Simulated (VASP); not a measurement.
Set up this calculation in VASP 6.6.1, as the native input.

```
Task                   : single point
Functional             : LDA
Potentials or basis    : VASP PAW LDA potentials, release 64 (Si, W_sv)
Cutoff                 : 520 eV
k mesh                 : 20 × 20 × 20
Occupations            : gaussian, width 0.15 eV
Spin                   : no spin polarisation
Dipole correction      : no
Further INCAR settings : ALGO = Normal; EDIFF = 1e-07; NBANDS = 18
```

The structure of Si2W lies in POSCAR:

```
Si2W
1.0
   -1.5609663607      1.5609663607      4.0466491935
    1.5609663607     -1.5609663607      4.0466491935
    1.5609663607      1.5609663607     -4.0466491935
Si W
2 1
Direct
    0.3346644983      0.3346644983      0.0000000000
    0.6653355017      0.6653355017      0.0000000000
    0.0000000000      0.0000000000      0.0000000000
```

One way to write it, as run:

INCAR

```
SYSTEM = Si2W
  PREC = Accurate
  ENCUT = 520
  EDIFF = 1E-7
  ISMEAR = 0
  SIGMA = 0.15
  LREAL = .False.
  LASPH = .True.
  NELM = 80
  ALGO = Normal
  ISIF = 2
  LWAVE = .False.
  LCHARG = .False.
  GGA = CA
  NBANDS = 18
```

KPOINTS

```
Automatic mesh
0
Gamma
  20 20 20
  0 0 0
```

Potentials or basis: VASP PAW LDA potentials, release 64 (Si, W_sv).

The run is started by

```bash
$ cat potpaw_LDA.64/Si/POTCAR potpaw_LDA.64/W_sv/POTCAR > POTCAR
$ mpirun -np 1 vasp_std > vasp.out
```

It gave:

* Pressure: 0.4 GPa
* Largest force: 0.025 eV/Å
* Band gap on the k mesh: zero (bands 11 and 12 overlap by 1.49 eV)

Caveat: the stress differs along the axes, from -15 to 8 GPa; spin-orbit coupling is left out, which moves the levels of the heavy elements.

It took 3.9 min on 1 thread of Intel(R) Xeon(R) 6975P-C (Granite Rapids), on a shared host, peak memory 0.51 GiB.
